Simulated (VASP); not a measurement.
# H20CO12 in VASP: notebook

Runs on H20CO12. Level: PBE+D3(BJ). Tasks: single point.

Everything below comes from runs of VASP 6.6.1. Logs are shortened: lines on timing, memory, paths and dates and some standing lists are left out, and cuts for length are marked.

### 1 The cell of the first run

The cell holds an amorphous packing of atoms, 33 atoms: a = 7.384 Å, b = 7.384 Å, c = 7.384 Å, α = 90.00°, β = 90.00°, γ = 90.00°.

### 2 Single point, PBE+D3(BJ)

The input, INCAR:

```
  PREC = Accurate
  ENCUT = 520
  EDIFF = 1E-6
  ISMEAR = -1
  SIGMA = 0.05
  LREAL = Auto
  LASPH = T
  NELM = 100
  ALGO = Normal
  ISIF = 2
  LWAVE = F
  LCHARG = F
  GGA = PE
  IVDW = 12
  NBANDS = 70
```

The input, KPOINTS:

```
regular mesh
0
Gamma
  1 1 1
```

The input, POSCAR:

```
H20CO12
1.0
    7.3839930000      0.0000000000      0.0000000000
    0.0000000000      7.3839930000      0.0000000000
    0.0000000000      0.0000000000      7.3839930000
O H C
12 20 1
Direct
    0.5857941631      0.2533453106      0.2578686085
    0.1064464714      0.1624866112      0.1971291143
    0.5676061719      0.7950170050      0.4315009508
    0.6996079222      0.5653716086      0.7023300266
    0.3716552819      1.0504614509      0.6062302605
    0.8074357600      0.7705586936      0.1675516215
    0.5533455950      0.2445289425      0.8810544647
    0.3103063613      0.4523839608      0.3947322269
    0.8760165401      0.0081933989      0.8966964080
    0.9979288984      0.9654667874      0.5384349633
    0.1156826665      0.4979555100      0.8666313741
    0.3537787753      0.6566230493      1.0080047476
    0.5550926172      0.1271398822      0.2555121599
    0.6112546423      0.2807153257      0.1328684900
    0.1530066456      0.2781963634      0.2244449582
    0.0682422099      0.1471561525      0.0734832766
    0.4659538545      0.7141393552      0.4114440520
    0.6480504518      0.7824086507      0.3263139605
    0.7493777418      0.4600627330      0.6366067790
    0.6575981315      0.6528716915      0.6119453255
    0.4469532948      0.9573275598      0.5380963931
    0.2513680606      1.0034679069      0.6096159625
    0.8318128146      0.8636519563      0.0778846892
    0.7500955107      0.6801875354      0.0885022507
    0.4874598337      0.1642200907      0.7891123407
    0.5856858207      0.3568123643      0.8123788850
    0.2710728464      0.4137869578      0.5160622444
    0.4082073209      0.3770317767      0.3454634911
    0.7649655139      0.0834643261      0.8792126428
    0.9346433562      0.0038055291      0.7804178579
    0.9918346347      1.0693130397      0.4620670686
    0.9506374126      0.8747299733      0.4596699916
    0.2337353245      0.5750547163      0.9381780292
```

Potentials or basis: VASP PAW PBE potentials, release 64 (O, H, C).

The run is started by

```sh
cat potpaw_PBE.64/O/POTCAR potpaw_PBE.64/H/POTCAR potpaw_PBE.64/C/POTCAR > POTCAR
mpirun -np 1 vasp_gam > vasp.out
```

OUTCAR:

```text
PREC = Accurate
   ENCUT = 520
   EDIFF = 1E-6
   ISMEAR = -1
   LREAL = Auto
   LASPH = T
   NELM = 100
   ISIF = 2
   GGA = PE
   IVDW = 12
 IVDW          = 12

 ion  position               nearest neighbor table
   1  0.586  0.253  0.258-  13 0.96  14 0.96
   2  0.106  0.162  0.197-  15 0.94  16 0.96
   3  0.568  0.795  0.432-  17 0.97  18 0.98
   4  0.700  0.565  0.702-  20 0.98  19 0.99
   5  0.372  0.050  0.606-  22 0.95  21 1.02
   6  0.807  0.771  0.168-  23 0.97  24 0.98
   7  0.553  0.245  0.881-  26 1.00  25 1.02
   8  0.310  0.452  0.395-  28 0.98  27 0.98
   9  0.876  0.008  0.897-  30 0.96  29 1.00
  10  0.998  0.965  0.538-  31 0.95  32 0.95
  11  0.116  0.498  0.867-  33 1.17
  12  0.354  0.657  0.008-  33 1.19
  13  0.555  0.127  0.256-   1 0.96
  14  0.611  0.281  0.133-   1 0.96
  15  0.153  0.278  0.224-   2 0.94
  16  0.068  0.147  0.073-   2 0.96
[... 14 lines left out ...]
  31  0.992  0.069  0.462-  10 0.95
  32  0.951  0.875  0.460-  10 0.95
  33  0.234  0.575  0.938-  11 1.17  12 1.19

  LATTYP: Found a simple cubic cell.
 ALAT       =     7.3839930000

  Lattice vectors:

 A1 = (   7.3839930000,   0.0000000000,   0.0000000000)
 A2 = (   0.0000000000,   7.3839930000,   0.0000000000)
 A3 = (   0.0000000000,   0.0000000000,   7.3839930000)

Analysis of symmetry for initial positions (statically):
=====================================================================
 Subroutine PRICEL returns:
 Original cell was already a primitive cell.

 Routine SETGRP: Setting up the symmetry group for a
 simple cubic supercell.

 Subroutine GETGRP returns: Found  1 space group operations
 (whereof  1 operations were pure point group operations)
 out of a pool of 48 trial point group operations.

The static configuration has the point symmetry C_1 .

Analysis of symmetry for dynamics (positions and initial velocities):
=====================================================================
 Subroutine PRICEL returns:
 Original cell was already a primitive cell.

 Routine SETGRP: Setting up the symmetry group for a
 simple cubic supercell.

 Subroutine GETGRP returns: Found  1 space group operations
 (whereof  1 operations were pure point group operations)
 out of a pool of 48 trial point group operations.

The dynamic configuration has the point symmetry C_1 .

 Subroutine INISYM returns: Found  1 space group operations
 (whereof  1 operations are pure point group operations),
 and found     1 'primitive' translations

----------------------------------------------------------------------------------------

                                     Primitive cell

  volume of cell :     402.6001

  direct lattice vectors                    reciprocal lattice vectors
     7.383993000  0.000000000  0.000000000     0.135428081  0.000000000  0.000000000
     0.000000000  7.383993000  0.000000000     0.000000000  0.135428081  0.000000000
     0.000000000  0.000000000  7.383993000     0.000000000  0.000000000  0.135428081

  length of vectors
     7.383993000  7.383993000  7.383993000     0.135428081  0.135428081  0.135428081

  position of ions in fractional coordinates (direct lattice)
     0.585794163  0.253345311  0.257868608
     0.106446471  0.162486611  0.197129114
     0.567606172  0.795017005  0.431500951
     0.699607922  0.565371609  0.702330027
     0.371655282  0.050461451  0.606230260
     0.807435760  0.770558694  0.167551622
[... 25 lines left out ...]
     0.950637413  0.874729973  0.459669992
     0.233735325  0.575054716  0.938178029

  ion indices of the primitive-cell ions
   primitive index   ion index
                 1           1
                 2           2
                 3           3
                 4           4
                 5           5
                 6           6
[... 25 lines left out ...]
                32          32
                33          33

----------------------------------------------------------------------------------------

 KPOINTS: regular mesh

Automatic generation of k-mesh.
 Grid dimensions read from file:
 generate k-points for:    1    1    1

 Generating k-lattice:

  Cartesian coordinates                     Fractional coordinates (reciprocal lattice)
     0.135428081  0.000000000  0.000000000     1.000000000  0.000000000  0.000000000
     0.000000000  0.135428081  0.000000000     0.000000000  1.000000000  0.000000000
     0.000000000  0.000000000  0.135428081     0.000000000  0.000000000  1.000000000

  Length of vectors
     0.135428081  0.135428081  0.135428081

  Shift w.r.t. Gamma in fractional coordinates (k-lattice)
     0.000000000  0.000000000  0.000000000

 Subroutine IBZKPT returns following result:
 ===========================================

 Found      1 irreducible k-points:

 Following reciprocal coordinates:
            Coordinates               Weight
  0.000000  0.000000  0.000000      1.000000
   k-points           NKPTS =      1   k-points in BZ     NKDIM =      1   number of bands    NBANDS=     70
   number of dos      NEDOS =    301   number of ions     NIONS =     33
   total plane-waves  NPLWV = 175616
   dimension x,y,z NGX =    56 NGY =   56 NGZ =   56
   dimension x,y,z NGXF=   112 NGYF=  112 NGZF=  112
   ions per type =              12  20   1
   NGX,Y,Z   is equivalent  to a cutoff of  12.61, 12.61, 12.61 a.u.
   NGXF,Y,Z  is equivalent  to a cutoff of  25.22, 25.22, 25.22 a.u.
 SYSTEM =  unknown system
   PREC   = accura    normal or accurate (medium, high low for compatibility)
   ISTART =      0    job   : 0-new  1-cont  2-samecut
   ICHARG =      2    charge: 1-file 2-atom 10-const
   ISPIN  =      1    spin polarized calculation?
   LNONCOLLINEAR =      F non collinear calculations
   LSORBIT =      F    spin-orbit coupling
   LASPH  =      T    aspherical Exc in radial PAW
   ENCUT  =  520.0 eV  38.22 Ry    6.18 a.u.  13.73 13.73 13.73*2*pi/ulx,y,z
   NELM   =    100;   NELMIN=  2; NELMDL= -5     # of ELM steps
   EDIFF  = 0.1E-05   stopping-criterion for ELM
   LREAL  =      T    real-space projection
   EDIFFG = 0.1E-04   stopping-criterion for IOM
   NSW    =      0    number of steps for IOM
   IBRION =     -1    ionic relax: 0-MD 1-quasi-New 2-CG
   NFREE  =      0    steps in history (QN), initial steepest desc. (CG)
   ISIF   =      2    stress and relaxation
   ISYM   =      2    0-nonsym 1-usesym 2-fastsym
   POTIM  = 0.5000    time-step for ionic-motion
   TEBEG  =    0.0;   TEEND  =   0.0 temperature during run
   PSTRESS=    0.0 pullay stress
   NELECT =      96.0000    total number of electrons
   NUPDOWN=      -1.0000    fix difference up-down
   EMIN   =  10.00;   EMAX   =-10.00  energy-range for DOS
   EFERMI =   0.00;   METHOD = LEGACY
   ISMEAR =    -1;   SIGMA  =   0.05  broadening in eV -4-tet -1-fermi 0-gaus
   EFERMI_NEDOS =   21; number of points for ismear=-14 and -15
   IALGO  =     38    algorithm
   IMIX   =      4    mixing-type and parameters
     AMIX     =   0.40;   BMIX     =  1.00
     AMIX_MAG =   1.60;   BMIX_MAG =  1.00
  volume/ion in A,a.u.               =      12.20        82.33
  Fermi-wavevector in a.u.,A,eV,Ry     =   1.015174  1.918401 14.021878  1.030579
  Thomas-Fermi vector in A             =   2.148445
   LORBIT       =      0    0 simple, 1 ext, 2 COOP (PROOUT), +10 PAW based schemes
   GGA     = PE    functional components
   LHFCALC =     F    Hartree Fock is set to
   AEXX    =    0.0000 exact exchange contribution
   IVDW    =    12    specifies the selected vdW correction
   LEPSILON=     F    determine dielectric tensor
   LRPA    =     F    only Hartree local field effects (RPA)
 non-spin polarized calculation
  energy-cutoff  :      520.00
  volume of cell :      402.60
 maximum number of plane-waves:      5414
 NGX is ok and might be reduce to    54
   NGX = 27   NGY = 27   NGZ = 27

 number of electron      96.0000002 magnetization

 Free energy of the ion-electron system (eV)
  ---------------------------------------------------
  ext. energy  EPLUGINS =         0.00000000
  ---------------------------------------------------
  free energy    TOTEN  =      -168.90862156 eV

  energy without entropy =     -168.90862156  energy(sigma->0) =     -168.90862156

 E-fermi :  -2.5749     XC(G=0):  -6.3501

 val. band max:       -3.8592796335   @ k =   0.0000   0.0000   0.0000
 cond. band min:       0.5686998114   @ k =   0.0000   0.0000   0.0000
 fundamental gap:      4.4279794450
 Fermi energy:        -2.5748901530

 k-point     1 :       0.0000    0.0000    0.0000
  band No.  band energies     occupation
      1     -26.1652      2.00000
      2     -25.0436      2.00000
      3     -23.1895      2.00000
      4     -23.0553      2.00000
      5     -22.6806      2.00000
      6     -22.6541      2.00000
[... 52 lines left out ...]
     59       5.3333      0.00000
     60       5.4870      0.00000
 [bands above 60 left out]

------------------------ aborting loop because EDIFF is reached ----------------------------------------

 Edisp (eV)   -1.01024

 E8    (eV) :    -0.2093

  FORCE on cell =-STRESS in cart. coord.  units (eV):
  Direction    XX          YY          ZZ          XY          YZ          ZX
  --------------------------------------------------------------------------------------
  -------------------------------------------------------------------------------------
  Total      -0.32529     0.84487     0.35293     0.91846    -2.31344    -1.22862
  in kB      -1.29453     3.36221     1.40449     3.65510    -9.20650    -4.88937
  external pressure =        1.16 kB  Pullay stress =        0.00 kB

 VOLUME and BASIS-vectors are now :
 -----------------------------------------------------------------------------
  energy-cutoff  :      520.00
  volume of cell :      402.60
      direct lattice vectors                 reciprocal lattice vectors
     7.383993000  0.000000000  0.000000000     0.135428081  0.000000000  0.000000000
     0.000000000  7.383993000  0.000000000     0.000000000  0.135428081  0.000000000
     0.000000000  0.000000000  7.383993000     0.000000000  0.000000000  0.135428081

 POSITION                                       TOTAL-FORCE (eV/Angst)
 -----------------------------------------------------------------------------------
      4.32550      1.87070      1.90410         0.231998      0.594517      0.886345
      0.78600      1.19980      1.45560        -0.538801     -1.945609      0.744645
      4.19120      5.87040      3.18620        -0.414428      0.079051      0.912635
      5.16590      4.17470      5.18600         0.363839     -1.178888      0.417734
      2.74430      0.37261      4.47640         1.877704     -0.044910     -0.125567
      5.96210      5.68980      1.23720        -0.573287     -1.121995      0.162959
[... 25 lines left out ...]
      7.01950      6.45900      3.39420        -0.327226     -1.086338     -0.473616
      1.72590      4.24620      6.92750         1.630277      1.209871      0.896810
 -----------------------------------------------------------------------------------
    total drift:                               -0.009185      0.008890     -0.005855

  FREE ENERGIE OF THE ION-ELECTRON SYSTEM (eV)
  ---------------------------------------------------
  free  energy   TOTEN  =      -169.9188653394 eV

  energy  without entropy=     -169.9188653394  energy(sigma->0) =     -169.91886534
```

It took 44 s on 1 thread of Intel Xeon Platinum 8488C (Sapphire Rapids), shared host; peak memory 0.37 GiB.

Results:

- Free energy: -169.9189 eV
- Pressure: 0.1 GPa
- Largest force: 2.219 eV/Å
- Band gap on the k mesh: 4.43 eV
- Dispersion energy per atom: -0.031 eV

Forces on the atoms (eV/Å):
```
O    0.232  0.595  0.886
O   -0.539 -1.946  0.745
O   -0.414  0.079  0.913
O    0.364 -1.179  0.418
O    1.878 -0.045 -0.126
O   -0.573 -1.122  0.163
O   -0.018 -0.168 -1.303
O   -0.983  0.995  0.345
O   -0.857  0.726  1.040
O    0.282 -0.046  1.240
O   -0.604 -0.517 -0.390
O   -0.925 -0.669 -0.498
H   -0.284 -0.671  0.121
H   -0.083  0.023 -0.876
H    0.617  1.636  0.023
H   -0.269  0.281 -0.512
H   -0.415 -0.556 -0.254
H    0.571  0.197 -0.676
H   -0.135  0.860  0.015
H   -0.120  0.146 -0.450
H   -0.478  0.833  0.496
H   -1.186 -0.447 -0.117
H    0.483  0.969 -0.657
H    0.229 -0.062  0.286
H    0.220  0.601  0.598
H   -0.258 -0.430  0.398
H    0.599 -0.224 -0.709
H    0.480 -0.664  0.353
H    0.438 -0.128  0.102
H    0.214 -0.378 -1.043
H    0.231  1.188 -0.954
H   -0.327 -1.086 -0.474
C    1.630  1.210  0.897
```

Caveat: the k points lie up to 0.85 Å⁻¹ apart.

### 3 Single point, PBE+D3(BJ)

The input, INCAR:

```
SYSTEM = H20CO12
PREC = Accurate
ENCUT = 520
EDIFF = 1E-6
ISMEAR = -1
SIGMA = 0.05
LREAL = Auto
LASPH = .True.
NELM = 100
ALGO = Normal
ISIF = 2
LWAVE = .False.
LCHARG = .False.
GGA = PE
IVDW = 12
NBANDS = 70
```

The input, KPOINTS:

```
Automatic mesh
0
Gamma
  1 1 1
  0 0 0
```

The input, POSCAR:

```
H20CO12
1.0
    7.3839930000      0.0000000000      0.0000000000
    0.0000000000      7.3839930000      0.0000000000
    0.0000000000      0.0000000000      7.3839930000
O H C
12 20 1
Direct
    0.5733076941      0.2319341310      0.2624731632
    0.1219665295      0.1584914829      0.2203144017
    0.5520725710      0.7967233988      0.4229554389
    0.7296458705      0.5673488585      0.6878392219
    0.3685675217      1.0743374215      0.5914415141
    0.8122705425      0.7498788257      0.1469800960
    0.5311353898      0.2734428378      0.8901146033
    0.3302955461      0.4680936182      0.3844261499
    0.8702337611     -0.0004062842      0.8811763500
    0.9824088403      0.9381238579      0.4974002548
    0.0990791839      0.4841418457      0.8701254186
    0.3344396453      0.6405071077      1.0133135283
    0.5421456927      0.1306474695      0.3400599107
    0.5337085233      0.1994584773      0.1356718513
    0.1481312347      0.2870127315      0.2403442148
    0.0485509669      0.1385293838      0.1119042231
    0.4570968580      0.7067449820      0.4125003910
    0.6334377619      0.7936898098      0.3064737467
    0.7496079696      0.5212762255      0.5612004237
    0.6679312941      0.6817720439      0.6578419021
    0.4380150415      0.9621894279      0.5494317235
    0.2409807268      1.0430941633      0.5851170227
    0.8205858267      0.8043344570      0.0231446590
    0.8214931948      0.6208429504      0.1118635947
    0.4497431132      0.2150868778      0.8001768149
    0.6024382743      0.3639765097      0.8176605801
    0.2745804336      0.3891661327      0.4724950308
    0.4248514320      0.3949759974      0.3198269554
    0.7690825276      0.0843987799      0.8655479495
    0.9276958957      0.0000406284      0.7598598753
    1.0105101671      0.9986060388      0.3743367579
    0.9400198510      0.8149520185      0.4715876627
    0.2220072527      0.5618775641      0.9342506148
```

Potentials or basis: VASP PAW PBE potentials, release 64 (O, H, C).

The run is started by

```sh
cat potpaw_PBE.64/O/POTCAR potpaw_PBE.64/H/POTCAR potpaw_PBE.64/C/POTCAR > POTCAR
mpirun -np 1 vasp_gam > vasp.out
```

It took 44 s on 1 thread of Intel Xeon Platinum 8488C (Sapphire Rapids), shared host; peak memory 0.38 GiB.

It converged, with:

```yaml
Free_energy: -169.7785 eV
Pressure: -2.0 GPa
Largest_force: 1.910 eV/Å
Band_gap_on_the_k_mesh: 4.49 eV
Dispersion_energy_per_atom: -0.031 eV
```

Forces on the atoms (eV/Å):
```
O   -0.081  0.020 -1.263
O   -0.128 -0.511  0.086
O    1.488  0.627 -1.021
O    0.091 -0.334 -1.389
O    0.861 -0.551  0.143
O    0.019 -1.006 -0.925
O    0.285  0.206 -0.904
O   -0.300  0.704 -0.513
O    0.185  0.359 -0.523
O    0.333  0.471 -1.097
O   -0.209 -0.364 -0.561
O    0.575  0.384 -0.181
H   -0.232 -0.180  0.115
H    0.492  0.416  0.922
H   -0.157 -0.117 -0.280
H    0.062  0.407 -0.063
H   -0.350 -0.714 -0.449
H   -1.137 -0.194  1.433
H   -0.169  0.190  1.321
H   -0.040 -0.155  0.083
H   -0.644  0.986  0.134
H   -0.276 -0.361 -0.205
H   -0.004  0.647  0.579
H   -0.184  0.433  0.568
H    0.371 -0.083  0.057
H   -0.507 -0.312  0.518
H    0.257 -0.293  0.334
H   -0.024 -0.376  0.452
H   -0.165 -0.013  0.245
H   -0.180 -0.273  0.189
H   -0.222 -0.570  1.528
H    0.198  0.485 -0.073
C   -0.207  0.072  0.741
```

Stress tensor (GPa, compression positive):
```
-1.13 -0.09  1.00
-0.09 -1.55 -0.36
 1.00 -0.36 -3.30
```

Levels at points of the mesh, in eV from the valence-band top:
```
           k point  band 45  band 46  band 47  band 48  band 49  band 50  band 51  band 52
(0.00, 0.00, 0.00)    -0.30    -0.19    -0.15     0.00     4.49     6.28     6.61     7.20
```

Caveat: the k points lie up to 0.85 Å⁻¹ apart.

[end of part 1 of 2]
